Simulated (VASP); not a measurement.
**HfB2: electric field gradients with PBE**

Crystal: HfB2.

```xyz
3
Lattice="3.1714 0.0000 0.0000 -1.5857 2.7465 0.0000 0.0000 0.0000 3.4800" Properties=species:S:1:pos:R:3 pbc="T T T"
Hf    0.0000    0.0000    0.0000
B     0.0000    1.8310    1.7400
B     1.5857    0.9155    1.7400
```

This cell differs from its parent crystal: equal xx and yy strain of +1 %.

```
Program                : VASP 6.6.1
Task                   : electric field gradients
Functional             : PBE
Potentials or basis    : VASP PAW PBE potentials, release 64 (Hf_pv, B)
Cutoff                 : 420 eV
k mesh                 : 13 × 13 × 11
Occupations            : fermi-dirac, width 0.05 eV
Spin                   : no spin polarisation
Dipole correction      : no
Further INCAR settings : ALGO = Normal; EDIFF = 1e-08; NBANDS = 15
```

| Quantity | Value |
| --- | --- |
| Pressure | -4.1 GPa |
| Band gap on the k mesh | zero (band 8 reaches 8.05 eV, above the bottom of band 9 at 7.15 eV) |

Stress tensor (GPa, compression positive):
```
-5.55  0.00  0.00
 0.00 -5.55  0.00
 0.00  0.00 -1.27
```

Levels at points of the mesh, in eV from the Fermi level:
```tsv
k point	band 6	band 7	band 8	band 9	band 10	band 11
(0.00, 0.00, 0.00)	-3.03	-3.01	-2.80	3.82	3.82	4.54
```

Electric field gradients, principal values (V/Å²):
```tsv
atom	least	middle	greatest (by size)
1 Hf	-36.434	-36.435	72.869
2 B	-0.475	-0.475	0.950
3 B	-0.475	-0.475	0.950
```

Run time: 14 s on 1 thread of Intel(R) Xeon(R) 6975P-C (Granite Rapids), with other jobs on the host, peak memory 0.17 GiB.

Caveat: the cell differs from its parent crystal (equal xx and yy strain of +1 %); without QUAD_EFG the Cq values of the log hold for a quadrupole moment of 1 mb, not for the nuclei; spin-orbit coupling is left out, which moves the levels of the heavy elements.
